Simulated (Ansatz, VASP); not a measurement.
**HfSiO4: VASP beside Ansatz**

```
CELL_PARAMETERS angstrom
4.24344 0.00000 0.00000
-2.12172 3.67493 0.00000
0.00000 0.00000 4.93047
ATOMIC_POSITIONS crystal
Hf 0.33333 0.66667 0.00000
Si 0.66667 0.33333 0.50000
O 0.48221 0.51779 0.50000
O 0.48221 0.96443 0.50000
O 0.03557 0.51779 0.50000
O 0.66667 0.33333 0.00000
```

Alike in both runs: task single point; functional PBE; k mesh 6 × 6 × 4; occupations gaussian, width 0.1 eV; no spin polarisation.

|  | VASP | Ansatz |
| --- | --- | --- |
| version | VASP 6.6.1 | Ansatz 0.2.0 |
| potentials or method | VASP PAW PBE potentials, release 64 (Hf_pv, Si, O), cutoff 520 eV | scalar-relativistic, plane waves, PAW |
| valence electrons in the cell | 38 | 54 |

```tsv
	VASP	Ansatz	Ansatz less VASP
gap on the k mesh at the Fermi level (eV)	none	none	-
rms of the force components (eV/Å)	4.628	4.761	+0.1336
```

Atom by atom the forces differ by 0.134 eV/Å (rms over components). A gap of «none» marks a metal or a gap that the smearing closes. With one functional, cell and mesh, what is left measures potentials, basis and numerics. VASP's potentials hold 38 valence electrons a cell and Ansatz's 54, so a difference there can come from the potentials and not from the codes.

Spin-orbit coupling is off throughout.
